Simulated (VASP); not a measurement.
# MgO2 (I4/mcm) in VASP: further runs

MgO2 is run at these levels: r2SCAN; tasks: single point.

Program: VASP 6.6.1. These are calculated values, not measurements. Logs are shortened: lines on timing, memory, paths and dates and some standing lists are left out, and cuts for length are marked.

## Step 1: The cell of the first run

The structure is tetragonal, space group I4/mcm (No. 140). The conventional cell has a = 4.301 Å, b = 4.301 Å, c = 5.245 Å, α = 90.00°, β = 90.00°, γ = 90.00°. Within 2.9 Å of Mg (site symmetry 422) lie 8 O at 2.16 Å and 2 Mg at 2.62 Å. Within 2.0 Å of O (site symmetry m2m) lie 1 O at 1.47 Å.

## Step 2: Single point, r2SCAN (8.09 Å³/atom)

Contents of POSCAR:

```
MgO2
1.0
   -2.1505453519      2.1505453519      2.6223605848
    2.1505453519     -2.1505453519      2.6223605848
    2.1505453519      2.1505453519     -2.6223605848
Mg O
2 4
Direct
    0.2500000000      0.2500000000      0.0000000000
    0.7500000000      0.7500000000      0.0000000000
    0.1207866367      0.6207866367      0.7415732733
    0.6207866367      0.8792133633      0.5000000000
    0.8792133633      0.3792133633      0.2584267267
    0.3792133633      0.1207866367      0.5000000000
```

Contents of INCAR.step1:

```
ALGO = Normal
EDIFF = 1E-5
ENCUT = 920
GGA = PE
GGA_COMPAT = False
ISMEAR = 0
LASPH = True
LCHARG = False
LREAL = False
LWAVE = True
NBANDS = 31
NELM = 120
PREC = Accurate
SIGMA = 0.02
```

Contents of INCAR.step2:

```
ALGO = Normal
EDIFF = 1E-6
ENCUT = 920
GGA_COMPAT = False
ISIF = 2
ISMEAR = 0
ISTART = 1
LASPH = True
LCHARG = True
LELF = True
LMIXTAU = True
LREAL = False
LVHAR = True
LWAVE = False
METAGGA = R2SCAN
NBANDS = 31
NELM = 120
PREC = Accurate
SIGMA = 0.02
```

Contents of KPOINTS:

```
k-points
0
Gamma
  8 8 8
```

Potentials or basis: VASP PAW PBE potentials, release 64 (Mg_sv, O).

On the command line:

```
cat potpaw_PBE.64/Mg_sv/POTCAR potpaw_PBE.64/O/POTCAR > POTCAR
cp INCAR.step1 INCAR
mpirun -np 1 vasp_std > vasp.out
cp INCAR.step2 INCAR
mpirun -np 1 vasp_std > vasp.out
```

OUTCAR:

```text
EDIFF = 1E-6
   ENCUT = 920
   ISIF = 2
   ISMEAR = 0
   ISTART = 1
   LASPH = True
   LREAL = False
   METAGGA = R2SCAN
   NELM = 120
   PREC = Accurate

 ion  position               nearest neighbor table
   1  0.250  0.250  0.000-
   2  0.750  0.750  0.000-
   3  0.121  0.621  0.742-   5 1.47
   4  0.621  0.879  0.500-   6 1.47
   5  0.879  0.379  0.258-   3 1.47
   6  0.379  0.121  0.500-   4 1.47

  LATTYP: Found a body centered tetragonal cell.
 ALAT       =     4.3010907038
 C/A-ratio  =     1.2193932960

  Lattice vectors:

 A1 = (  -2.1505453519,   2.1505453519,   2.6223605848)
 A2 = (   2.1505453519,  -2.1505453519,   2.6223605848)
 A3 = (   2.1505453519,   2.1505453519,  -2.6223605848)

Analysis of symmetry for initial positions (statically):
=====================================================================
 Subroutine PRICEL returns:
 Original cell was already a primitive cell.

 Routine SETGRP: Setting up the symmetry group for a
 body centered tetragonal supercell.

 Subroutine GETGRP returns: Found 16 space group operations
 (whereof  8 operations were pure point group operations)
 out of a pool of 16 trial point group operations.

The static configuration has the point symmetry C_4h.
 The point group associated with its full space group is D_4h.

Analysis of symmetry for dynamics (positions and initial velocities):
=====================================================================
 Subroutine PRICEL returns:
 Original cell was already a primitive cell.

 Routine SETGRP: Setting up the symmetry group for a
 body centered tetragonal supercell.

 Subroutine GETGRP returns: Found 16 space group operations
 (whereof  8 operations were pure point group operations)
 out of a pool of 16 trial point group operations.

The dynamic configuration has the point symmetry C_4h.
 The point group associated with its full space group is D_4h.

 Subroutine INISYM returns: Found 16 space group operations
 (whereof  8 operations are pure point group operations),
 and found     1 'primitive' translations

----------------------------------------------------------------------------------------

                                     Primitive cell

  volume of cell :      48.5120

  direct lattice vectors                    reciprocal lattice vectors
    -2.150545352  2.150545352  2.622360585     0.000000000  0.232499166  0.190667905
     2.150545352 -2.150545352  2.622360585     0.232499166  0.000000000  0.190667905
     2.150545352  2.150545352 -2.622360585     0.232499166  0.232499166  0.000000000

  length of vectors
     4.015777093  4.015777093  4.015777093     0.300682743  0.300682743  0.328803473

  position of ions in fractional coordinates (direct lattice)
     0.250000000  0.250000000  0.000000000
     0.750000000  0.750000000  0.000000000
     0.120786637  0.620786637  0.741573273
     0.620786637  0.879213363  0.500000000
     0.879213363  0.379213363  0.258426727
     0.379213363  0.120786637  0.500000000

  ion indices of the primitive-cell ions
   primitive index   ion index
                 1           1
                 2           2
                 3           3
                 4           4
                 5           5
                 6           6

----------------------------------------------------------------------------------------

 KPOINTS: k-points

Automatic generation of k-mesh.
 Grid dimensions read from file:
 generate k-points for:    8    8    8

 Generating k-lattice:

  Cartesian coordinates                     Fractional coordinates (reciprocal lattice)
     0.000000000  0.029062396  0.023833488     0.125000000  0.000000000 -0.000000000
     0.029062396  0.000000000  0.023833488     0.000000000  0.125000000 -0.000000000
     0.029062396  0.029062396  0.000000000     0.000000000  0.000000000  0.125000000

  Length of vectors
     0.037585343  0.037585343  0.041100434

  Shift w.r.t. Gamma in fractional coordinates (k-lattice)
     0.000000000  0.000000000  0.000000000

 Subroutine IBZKPT returns following result:
 ===========================================

 Found     59 irreducible k-points:

 Following reciprocal coordinates:
            Coordinates               Weight
  0.000000  0.000000  0.000000      1.000000
  0.125000 -0.000000  0.000000      8.000000
  0.250000 -0.000000  0.000000      8.000000
  0.375000 -0.000000  0.000000      8.000000
  0.500000 -0.000000  0.000000      4.000000
  0.125000  0.125000  0.000000      8.000000
[... 16 lines left out ...]
  0.250000  0.125000  0.125000     16.000000
  0.375000  0.125000  0.125000      8.000000
 [... further k-points ...]
   k-points           NKPTS =     59   k-points in BZ     NKDIM =     59   number of bands    NBANDS=     31
   number of dos      NEDOS =    301   number of ions     NIONS =      6
   total plane-waves  NPLWV =  64000
   dimension x,y,z NGX =    40 NGY =   40 NGZ =   40
   dimension x,y,z NGXF=    80 NGYF=   80 NGZF=   80
   ions per type =               2   4
   NGX,Y,Z   is equivalent  to a cutoff of  16.56, 16.56, 16.56 a.u.
   NGXF,Y,Z  is equivalent  to a cutoff of  33.12, 33.12, 33.12 a.u.
 SYSTEM =  unknown system
   PREC   = accura    normal or accurate (medium, high low for compatibility)
   ISTART =      1    job   : 0-new  1-cont  2-samecut
   ICHARG =      0    charge: 1-file 2-atom 10-const
   ISPIN  =      1    spin polarized calculation?
   LNONCOLLINEAR =      F non collinear calculations
   LSORBIT =      F    spin-orbit coupling
   LASPH  =      T    aspherical Exc in radial PAW
   ENCUT  =  920.0 eV  67.62 Ry    8.22 a.u.   9.93  9.93  9.93*2*pi/ulx,y,z
   NELM   =    120;   NELMIN=  2; NELMDL=  0     # of ELM steps
   EDIFF  = 0.1E-05   stopping-criterion for ELM
   LREAL  =      F    real-space projection
[... 7 lines left out ...]
   TEBEG  =    0.0;   TEEND  =   0.0 temperature during run
   PSTRESS=    0.0 pullay stress
   NELECT =      44.0000    total number of electrons
   NUPDOWN=      -1.0000    fix difference up-down
   EMIN   =  10.00;   EMAX   =-10.00  energy-range for DOS
   EFERMI =   0.00;   METHOD = LEGACY
   ISMEAR =     0;   SIGMA  =   0.02  broadening in eV -4-tet -1-fermi 0-gaus
   EFERMI_NEDOS =   21; number of points for ismear=-14 and -15
   IALGO  =     38    algorithm
   IMIX   =      4    mixing-type and parameters
     AMIX     =   0.40;   BMIX     =  1.00
     AMIX_MAG =   1.60;   BMIX_MAG =  1.00
  volume/ion in A,a.u.               =       8.09        54.56
  Fermi-wavevector in a.u.,A,eV,Ry     =   1.584683  2.994617 34.167244  2.511222
  Thomas-Fermi vector in A             =   2.684264
   LORBIT       =      0    0 simple, 1 ext, 2 COOP (PROOUT), +10 PAW based schemes
   METAGGA = R2SCAN    functional components
   LHFCALC =     F    Hartree Fock is set to
   AEXX    =    0.0000 exact exchange contribution
   IVDW    =     0    specifies the selected vdW correction
   LEPSILON=     F    determine dielectric tensor
   LRPA    =     F    only Hartree local field effects (RPA)
 non-spin polarized calculation
 Gauss-broadening in eV      SIGMA  =   0.02
  energy-cutoff  :      920.00
  volume of cell :       48.51
 maximum number of plane-waves:      3109
   NGX = 19   NGY = 19   NGZ = 19

 number of electron      44.0000003 magnetization

 Free energy of the ion-electron system (eV)
  ---------------------------------------------------
  ext. energy  EPLUGINS =         0.00000000
  ---------------------------------------------------
  free energy    TOTEN  =       -42.22896852 eV

  energy without entropy =      -42.22896852  energy(sigma->0) =      -42.22896852

 E-fermi :   5.4458     XC(G=0): -12.6592

 val. band max:        5.1573140236   @ k =   0.5000   0.5000   0.5000
 cond. band min:       8.8889954410   @ k =  -0.2500   0.2500   0.2500
 fundamental gap:      3.7316814173
 Fermi energy:         5.4457694588

 k-point     1 :       0.0000    0.0000    0.0000
  band No.  band energies     occupation
      1     -72.1083      2.00000
      2     -72.0912      2.00000
      3     -37.3185      2.00000
      4     -37.2149      2.00000
      5     -37.2149      2.00000
      6     -37.2049      2.00000
[... 23 lines left out ...]
     30      19.6886      0.00000
     31      19.7774      0.00000

 k-point     2 :       0.1250   -0.0000    0.0000
  band No.  band energies     occupation
      1     -72.1076      2.00000
      2     -72.0919      2.00000
      3     -37.3141      2.00000
      4     -37.2148      2.00000
      5     -37.2147      2.00000
      6     -37.2057      2.00000
[... 23 lines left out ...]
     30      19.4450      0.00000
     31      19.7412      0.00000

 k-point     3 :       0.2500   -0.0000    0.0000
  band No.  band energies     occupation
      1     -72.1058      2.00000
      2     -72.0938      2.00000
      3     -37.3016      2.00000
      4     -37.2146      2.00000
      5     -37.2144      2.00000
      6     -37.2139      2.00000
[... 23 lines left out ...]
     30      19.0136      0.00000
     31      19.9245      0.00000

 k-point     4 :       0.3750   -0.0000    0.0000
  band No.  band energies     occupation
      1     -72.1030      2.00000
      2     -72.0965      2.00000
      3     -37.2825      2.00000
      4     -37.2354      2.00000
      5     -37.2136      2.00000
      6     -37.2129      2.00000
[... 23 lines left out ...]
     30      18.4675      0.00000
     31      20.5014      0.00000

 k-point     5 :       0.5000   -0.0000    0.0000
  band No.  band energies     occupation
      1     -72.0998      2.00000
      2     -72.0998      2.00000
      3     -37.2594      2.00000
      4     -37.2594      2.00000
      5     -37.2121      2.00000
      6     -37.2121      2.00000
[... 23 lines left out ...]
     30      17.9444      0.00000
     31      21.2910      0.00000
[... 542 lines left out ...]
     30      18.1980      0.00000
     31      22.0285      0.00000

 k-point    22 :       0.1250    0.1250    0.1250
  band No.  band energies     occupation
      1     -72.1054      2.00000
      2     -72.0942      2.00000
      3     -37.3030      2.00000
      4     -37.2212      2.00000
      5     -37.2201      2.00000
      6     -37.2131      2.00000
[... 23 lines left out ...]
     30      18.7701      0.00000
     31      20.7386      0.00000

 k-point    23 :       0.2500    0.1250    0.1250
  band No.  band energies     occupation
      1     -72.1028      2.00000
      2     -72.0967      2.00000
      3     -37.2831      2.00000
      4     -37.2349      2.00000
      5     -37.2241      2.00000
      6     -37.2235      2.00000
[... 23 lines left out ...]
     30      18.0458      0.00000
     31      21.5132      0.00000

 k-point    24 :       0.3750    0.1250    0.1250
  band No.  band energies     occupation
      1     -72.0998      2.00000
      2     -72.0998      2.00000
      3     -37.2592      2.00000
      4     -37.2592      2.00000
      5     -37.2251      2.00000
      6     -37.2251      2.00000
[... 23 lines left out ...]
     30      17.6072      0.00000
     31      22.1462      0.00000

 [... further k-points ...]
[... 5 lines left out ...]
  --------------------------------------------------------------------------------------
  -------------------------------------------------------------------------------------
  Total        3.7631890      3.7631890      3.4301018      0.0000000      0.0000000      0.0000000
  in kB      124.2845105    124.2845105    113.2838438      0.0000000      0.0000000      0.0000000
  external PRESSURE =     120.6176216 kB  Pullay stress =       0.0000000 kB

 VOLUME and BASIS-vectors are now :
 -----------------------------------------------------------------------------
  energy-cutoff  :      920.00
  volume of cell :       48.51
      direct lattice vectors                 reciprocal lattice vectors
    -2.150545352  2.150545352  2.622360585     0.000000000  0.232499166  0.190667905
     2.150545352 -2.150545352  2.622360585     0.232499166  0.000000000  0.190667905
     2.150545352  2.150545352 -2.622360585     0.232499166  0.232499166  0.000000000

 POSITION                                       TOTAL-FORCE (eV/Angst)
 -----------------------------------------------------------------------------------
      0.00000      0.00000      1.31118        -0.000000     -0.000000      0.000000
      0.00000      0.00000      3.93354        -0.000000     -0.000000      0.000000
      2.67006      0.51951      0.00000         0.160775      0.160775     -0.000000
      1.63103      0.51951      2.62236        -0.160775      0.160775      0.000000
     -0.51951      1.63103      2.62236        -0.160775     -0.160775      0.000000
      0.51951      1.63103      0.00000         0.160775     -0.160775      0.000000
 -----------------------------------------------------------------------------------
    total drift:                               -0.000000     -0.000000     -0.000000

  FREE ENERGIE OF THE ION-ELECTRON SYSTEM (eV)
  ---------------------------------------------------
  free  energy   TOTEN  =       -42.2289685151 eV

  energy  without entropy=      -42.2289685151  energy(sigma->0) =      -42.22896852
```

Wall time 5.2 min (1 thread of Intel Xeon 6975P-C (Granite Rapids), shared host); peak memory 0.35 GiB.

Results:

* Free energy: -42.2290 eV
* Pressure: 12.1 GPa
* Largest force: 0.227 eV/Å
* Band gap on the k mesh: 3.73 eV (least direct gap 4.62 eV)

Forces on the atoms (eV/Å):
```
Mg   0.000  0.000  0.000
Mg   0.000  0.000  0.000
O    0.161  0.161  0.000
O   -0.161  0.161  0.000
O   -0.161 -0.161  0.000
O    0.161 -0.161  0.000
```

Caveat: the cell stands under pressure; the PAW data sets were made with another functional, which shifts forces and pressure a little.

## Step 3: Single point, r2SCAN (8.86 Å³/atom)

This run uses another cell than the first one, of 8.86 Å³/atom.

Contents of POSCAR:

```
MgO2
1.0
   -2.2094912219      2.2094912219      2.7221649010
    2.2094912219     -2.2094912219      2.7221649010
    2.2094912219      2.2094912219     -2.7221649010
Mg O
2 4
Direct
    0.2500000000      0.2500000000      0.0000000000
    0.7500000000      0.7500000000      0.0000000000
    0.1192713213      0.6192713213      0.7385426427
    0.6192713213      0.8807286787      0.5000000000
    0.8807286787      0.3807286787      0.2614573573
    0.3807286787      0.1192713213      0.5000000000
```

Contents of INCAR.step1:

```
SYSTEM = MgO2
ALGO = Normal
EDIFF = 1E-5
ENCUT = 920
GGA = PE
GGA_COMPAT = .False.
ISMEAR = 0
LASPH = .True.
LCHARG = .False.
LREAL = .False.
LWAVE = .True.
NBANDS = 31
NELM = 120
PREC = Accurate
SIGMA = 0.02
```

Contents of INCAR.step2:

```
SYSTEM = MgO2
ALGO = Normal
EDIFF = 1E-6
ENCUT = 920
GGA_COMPAT = .False.
ISIF = 2
ISMEAR = 0
ISTART = 1
LASPH = .True.
LCHARG = .False.
LMIXTAU = .True.
LREAL = .False.
LWAVE = .False.
METAGGA = R2SCAN
NBANDS = 31
NELM = 120
PREC = Accurate
SIGMA = 0.02
```

Contents of KPOINTS:

```
k-points
0
Gamma
  8 8 8
  0 0 0
```

Potentials or basis: VASP PAW PBE potentials, release 64 (Mg_sv, O).

On the command line:

```
cat potpaw_PBE.64/Mg_sv/POTCAR potpaw_PBE.64/O/POTCAR > POTCAR
cp INCAR.step1 INCAR
mpirun -np 1 vasp_std > vasp.out
cp INCAR.step2 INCAR
mpirun -np 1 vasp_std > vasp.out
```

Wall time 9.6 min (1 thread of AMD EPYC 9R45 (Zen 5), shared host); peak memory 0.35 GiB.

The run converged. Its results:

```yaml
Free_energy: -42.3298 eV
Pressure: -3.4 GPa
Largest_force: 0.207 eV/Å
Band_gap_on_the_k_mesh: 3.46 eV (least direct gap 4.35 eV)
```

Forces in eV/Å, atoms in the order of the input:
```
Mg   0.000  0.000  0.000
Mg   0.000  0.000  0.000
O    0.147  0.147  0.000
O   -0.147  0.147  0.000
O   -0.147 -0.147  0.000
O    0.147 -0.147  0.000
```

Stress tensor (GPa, compression positive):
```
-3.07  0.00  0.00
 0.00 -3.07  0.00
 0.00  0.00 -4.08
```

Levels at points of the mesh, in eV from the valence-band top:
| k point | band 18 | band 19 | band 20 | band 21 | band 22 | band 23 | band 24 | band 25 | band 26 | band 27 |
| --- | --- | --- | --- | --- | --- | --- | --- | --- | --- | --- |
| (0.00, 0.00, 0.00) | -4.26 | -4.03 | -2.62 | -2.62 | -0.27 | 4.84 | 4.84 | 5.49 | 10.72 | 11.16 |
| (0.50, 0.00, 0.00) | -4.27 | -2.00 | -2.00 | -1.74 | -1.74 | 3.74 | 3.74 | 8.73 | 8.73 | 11.57 |
| (0.50, 0.50, 0.00) | -3.91 | -3.10 | -1.93 | -1.66 | -1.22 | 4.30 | 4.73 | 8.37 | 8.63 | 9.68 |
| (0.50, 0.50, 0.50) | -5.04 | -3.63 | -1.24 | -1.24 | 0.00 | 4.54 | 4.54 | 9.90 | 10.37 | 11.27 |

Caveat: the cell stands under tension; the PAW data sets were made with another functional, which shifts forces and pressure a little. A k mesh can miss the band edges.

(Part 1 of 2 ends here.)
